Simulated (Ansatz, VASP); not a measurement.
# BaTiO3: VASP beside Ansatz

```
Ba Ti O
1.0
    -3.97880   -3.96770    0.00000
    -3.95664    3.96770    0.00000
    -0.01108   -0.01105   -3.96769
Ba Ti O
2 2 6
Direct
  0.00000 0.00000 0.00000
  0.50000 0.50000 0.00000
  0.51200 0.00000 0.51200
  0.01200 0.50000 0.51200
  0.98840 0.50000 0.98050
  0.48840 0.00000 0.98050
  0.73445 0.24605 0.48840
  0.23445 0.74605 0.48840
  0.73445 0.75395 0.48840
  0.23445 0.25395 0.48840
```

Alike in both runs: task single point; functional r2SCAN; k mesh 5 × 5 × 6; occupations methfessel-paxton of order 1, width 0.0191 eV; no spin polarisation.

```csv
,VASP,Ansatz
version,VASP 6.6.1,Ansatz 0.2.0
potentials or method,"VASP PAW PBE potentials, release 64 (Ba_sv, Ti_sv, O), cutoff 520 eV",PAW plane waves
valence electrons in the cell,80,80
```

|  | VASP | Ansatz | Ansatz less VASP |
| --- | --- | --- | --- |
| gap on the k mesh at the Fermi level (eV) | 2.81 | 2.84 | +0.025 |
| pressure (GPa) | 9.2 | 6.9 | -2.24 |
| rms of the force components (eV/Å) | 0.169 | 0.109 | -0.0599 |

VASP's potentials were made for PBE, not for r2SCAN. Ansatz's warnings: structure snapped to symmetry.

Spin-orbit coupling is off throughout.
